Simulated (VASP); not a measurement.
Crystal: Hf2NO.

```
Hf N O
1.0
     1.61338    0.93149    5.51091
    -1.61338    0.93149    5.51091
     0.00000   -1.86297    5.51091
Hf N O
2 1 1
Direct
  0.23000 0.23000 0.23000
  0.77000 0.77000 0.77000
  0.00000 0.00000 0.00000
  0.50000 0.50000 0.50000
```

The cell was generated, and may not be a known phase.

```yaml
Program: VASP 6.6.1
Task: relaxation of cell and atoms
Functional: PBE
Potentials_or_basis: VASP PAW PBE potentials, release 64 (Hf_pv, N, O)
Cutoff: 600 eV
k_mesh: 6 × 6 × 6
Occupations: gaussian, width 0.1 eV
Spin: no spin polarisation
```

At the start: pressure 5.3 GPa; volume 12.42 Å³/atom.

**Question.** How do energy, volume and symmetry change on relaxing?

**Answer.** Over 14 steps the energy falls by 711.7 meV/atom and the volume is 11.78 Å³/atom (-5.2 %); space group R-3m (No. 166, to 0.1 Å) before and after.

The path:
| step | energy change (eV) | largest force (eV/Å) | pressure (GPa) | volume (Å³) |
| --- | --- | --- | --- | --- |
| 1 | 0.0000 | 7.4880 | 5.33 | 49.69 |
| 2 | -2.3350 | 1.0967 | -20.49 | 52.48 |
| 3 | -2.3453 | 1.0064 | -20.72 | 52.58 |
| 4 | -1.6796 | 4.3295 | 50.79 | 41.30 |
| 5 | -2.8087 | 0.1266 | -1.89 | 47.45 |
| 6 | -2.8093 | 0.1744 | -1.23 | 47.33 |
| 7 | -2.8094 | 0.2133 | -0.66 | 47.23 |
| 8 | -2.8431 | 0.0801 | 0.24 | 46.98 |
| 9 | -2.8445 | 0.1439 | 0.48 | 46.92 |
| 10 | -2.8445 | 0.1501 | 0.52 | 46.92 |
| 11 | -2.8463 | 0.0735 | -0.39 | 47.15 |
| 12 | -2.8463 | 0.0590 | -0.56 | 47.20 |
| 13 | -2.8464 | 0.0534 | 0.59 | 47.02 |
| 14 | -2.8467 | 0.0001 | 0.03 | 47.10 |

Final structure:
```xyz
4
Lattice="1.6290 0.9405 5.1241 -1.6290 0.9405 5.1241 0.0000 -1.8810 5.1241" Properties=species:S:1:pos:R:3 pbc="T T T"
Hf    0.0000    0.0000    3.9417
Hf    0.0000    0.0000   11.4306
N     0.0000    0.0000    0.0000
O     0.0000    0.0000    7.6861
```

Caveat: the k points lie up to 0.38 Å⁻¹ apart in the final cell, too coarse for converged energies and pressures of a metal; an odd number of electrons without spin polarisation forces a metal; a magnetic or distorted state may lie lower.
